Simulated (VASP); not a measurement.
Set up this calculation in VASP 6.6.1, as the native input.

```
Task                   : single point
Functional             : PBE
Dispersion             : D3(BJ)
Potentials or basis    : VASP PAW PBE potentials, release 64 (O, H, C, N)
Cutoff                 : 520 eV
k mesh                 : 1 × 1 × 1
Occupations            : fermi-dirac, width 0.05 eV
Spin                   : no spin polarisation
Dipole correction      : no
Further INCAR settings : LREAL = Auto; ALGO = Normal; EDIFF = 1e-06; NBANDS = 39
```

The structure of H11C2NO4 lies in POSCAR:

```
H11C2NO4
1.0
    6.1064340000      0.0000000000      0.0000000000
    0.0000000000      6.1064340000      0.0000000000
    0.0000000000      0.0000000000      6.1064340000
O H C N
4 11 2 1
Direct
    0.4326256535      0.3928970656      1.3136963406
    0.8355776874      0.4308242749      0.9242873992
    0.1366918892      0.7323095607      0.1194477825
    0.0561702624      0.1684616586      0.1932715559
    0.3170426471      0.2921017406      1.3032483443
    0.3385445581      0.5299656068      1.2776851432
    0.8353484210      0.5891490844      0.9887603796
    0.7151964633      0.3659091378      0.9898575830
    0.1105227699      0.8881615686      0.1533137016
    0.2526515475      0.7074996635     -0.0018832595
   -0.0620984358      0.1722118015      0.3035159309
   -0.0193893850      0.2403857964      0.0636214196
    0.8771240302      0.8841330308      0.5152270540
    0.9630334169      0.6593373481      0.6495443986
    0.8358560823      0.5924570707      0.3818595272
    0.8405560430      0.7210427559      0.5348129530
    0.6407831477      0.7065170933      0.6865217900
    0.4618734928      0.7456397629      0.7486038496
```

The input as run:

INCAR

```
PREC = Accurate
ENCUT = 520
EDIFF = 1E-6
ISMEAR = -1
SIGMA = 0.05
LREAL = Auto
LASPH = True
NELM = 100
ALGO = Normal
ISIF = 2
LWAVE = False
LCHARG = True
GGA = PE
IVDW = 12
LELF = True
LVHAR = True
NBANDS = 39
```

KPOINTS

```
regular mesh
0
Gamma
  1 1 1
```

Potentials or basis: VASP PAW PBE potentials, release 64 (O, H, C, N).

Launch:

```bash
$ cat potpaw_PBE.64/O/POTCAR potpaw_PBE.64/H/POTCAR potpaw_PBE.64/C/POTCAR potpaw_PBE.64/N/POTCAR > POTCAR
$ mpirun -np 1 vasp_gam > vasp.out
```

Results of the run:

```json
{
 "Pressure": "-1.6 GPa",
 "Largest force": "5.259 eV/Å",
 "Dispersion energy per atom": "-0.034 eV"
}
```

Caveat: the k points lie up to 1.03 Å⁻¹ apart; the atoms stand as in a frame of molecular dynamics.

Wall time 36 s on 1 thread of Intel Xeon 8259CL, on a shared host, peak memory 0.32 GiB.
